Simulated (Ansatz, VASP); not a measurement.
## Two plane-wave programs on SiC

File INCAR:

```
SYSTEM = SiC
ALGO     = Normal         ! electronic algorithm
EDIFF    = 1E-6           ! SCF threshold, eV
ENCUT    = 520            ! plane-wave cutoff, eV
GGA      = PE             ! functional
ISIF     = 2              ! what is computed and relaxed
ISMEAR   = 0              ! smearing method
LASPH    = .True.         ! aspherical terms in the spheres
LCHARG   = .True.         ! write CHGCAR
LELF     = .True.         ! ELF
LREAL    = .False.        ! projectors in reciprocal space
LVHAR    = .True.       
LWAVE    = .False.        ! write WAVECAR
NBANDS   = 11             ! bands
NELM     = 80             ! most SCF steps
PREC     = Accurate       ! precision mode
SIGMA    = 0.05           ! smearing width, eV
```

KPOINTS

```
k-points
0
Gamma
  12 12 12
  0 0 0
```

Contents of POSCAR:

```
SiC
1.0
    0.0000000000      2.2699277314      2.2699277314
    2.2699277314      0.0000000000      2.2699277314
    2.2458664975      2.2458664975      0.0240612340
Si C
1 1
Direct
    0.0000000000      0.0000000000      0.0000000000
    0.7500000000      0.7500000000      0.7500000000
```

Input for Ansatz:

```yaml
crystal:
  lattice:
    - [0.0, 2.2699277314, 2.2699277314]
    - [2.2699277314, 0.0, 2.2699277314]
    - [2.2458664975, 2.2458664975, 0.024061234]
  atoms:
    - { symbol: Si, position: [0.0, 0.0, 0.0] }
    - { symbol: C, position: [0.75, 0.75, 0.75] }
basis:
  ecutwfc: 520.0
kpoints:
  mp_grid: { grid: [12, 12, 12] }
hamiltonian:
  xc: pbe
scf:
  occupations: { method: gaussian, width: 0.05 }
output:
  forces: true
  stress: true
  eigenvalues: true
```

Alike in both runs: task single point; functional PBE; k mesh 12 × 12 × 12; occupations gaussian, width 0.05 eV; no spin polarisation.

```csv
,VASP,Ansatz
version,VASP 6.6.1,Ansatz 0.2.0
potentials or method,"VASP PAW PBE potentials, release 64 (Si, C), cutoff 520 eV","scalar-relativistic, plane waves, PAW"
valence electrons in the cell,8,8
```

|  | VASP | Ansatz | Ansatz less VASP |
| --- | --- | --- | --- |
| gap on the k mesh at the Fermi level (eV) | 1.40 | 1.40 | +0.002 |
| least direct gap on the mesh (eV) | 4.34 | 4.35 | +0.002 |
| pressure (GPa) | -16.2 | -16.2 | 0.00 |
| traceless stress, the component that is largest in VASP (GPa) | 2.22 | 2.21 | -0.010 |
| rms of the force components (eV/Å) | 0.041 | 0.041 | -0.0001 |

Atom by atom the forces differ by 0.000 eV/Å (rms over components). With one functional, cell and mesh, what is left measures potentials, basis and numerics.
